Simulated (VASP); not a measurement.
# BN: relaxation of cell and atoms with PBEsol

BN:

```xyz
4
Lattice="2.5001 0.0000 0.0000 -1.2501 2.1652 0.0000 0.0000 0.0000 4.0223" Properties=species:S:1:pos:R:3 pbc="T T T"
B     0.0000    0.0000    0.0000
B     0.0000    0.0000    2.0111
N     0.0000    1.4434    1.0056
N     1.2501    0.7217    3.0167
```

| Quantity | Value |
| --- | --- |
| Program | VASP 6.6.1 |
| Task | relaxation of cell and atoms |
| Functional | PBEsol |
| Potentials or basis | VASP PAW PBE potentials, release 64 (B, N) |
| Cutoff | 600 eV |
| k mesh | 12 × 12 × 6 |
| Occupations | fermi-dirac, width 0.02 eV |
| Spin | no spin polarisation |
| Dipole correction | no |
| Further INCAR settings | ALGO = Normal; EDIFF = 1e-06; IBRION = 2; EDIFFG = -0.005; NSW = 80; ISIF = 3 |

```yaml
Relaxed_volume: 5.35 Å³/atom
Relaxed_cell: a = 2.483 Å, b = 2.483 Å, c = 4.004 Å, α = 90.00°, β = 90.00°, γ = 120.00°
Space_group_after_relaxing_to_0.05_Å: P6_3/mmc (No. 194)
Energy_gained_by_relaxing: 2.2 meV/atom
Ionic_steps: 7
Pressure_after_relaxing: -0.1 GPa
Band_gap_on_the_k_mesh: 1.57 eV, indirect (least direct gap 5.30 eV)
```

The path:
```
step  energy change (eV)  largest force (eV/Å)  pressure (GPa)  volume (Å³)
   1              0.0000                0.0000           -6.87        21.77
   2             -0.0023                0.0000            6.37        21.05
   3             -0.0087                0.0000            0.00        21.38
   4             -0.0087                0.0000            0.17        21.37
   5             -0.0087                0.0000            0.12        21.37
   6             -0.0087                0.0000            0.14        21.37
   7             -0.0087                0.0000           -0.08        21.38
```

Final structure:
```
CELL_PARAMETERS angstrom
2.48336 0.00000 0.00000
-1.24168 2.15065 0.00000
0.00000 0.00000 4.00374
ATOMIC_POSITIONS crystal
B 0.00000 0.00000 0.00000
B 0.00000 0.00000 0.50000
N 0.33333 0.66667 0.25000
N 0.66667 0.33333 0.75000
```

Levels at points of the mesh, in eV from the valence-band top:
```tsv
k point	band 5	band 6	band 7	band 8	band 9	band 10	band 11	band 12
(0.00, 0.00, 0.00)	-1.45	-0.68	-0.68	-0.27	5.93	8.36	8.36	8.38
(0.50, 0.00, 0.00)	-8.45	-5.75	-4.43	-0.61	5.35	5.59	5.95	6.40
(0.00, 0.00, 0.50)	-0.95	-0.95	-0.95	-0.95	7.22	7.22	7.79	7.79
(0.50, 0.00, 0.50)	-3.94	-3.94	-3.34	-3.34	4.73	4.73	7.52	7.52
```

Run time: 59 s on 1 thread of Intel(R) Xeon(R) Platinum 8259CL CPU @ 2.50GHz (Skylake/Cascade Lake) (shared host), peak memory 0.15 GiB.

Caveat: the PAW data sets were made with another functional, which shifts forces and pressure a little. As with any semilocal functional, this PBEsol gap is likely too small.
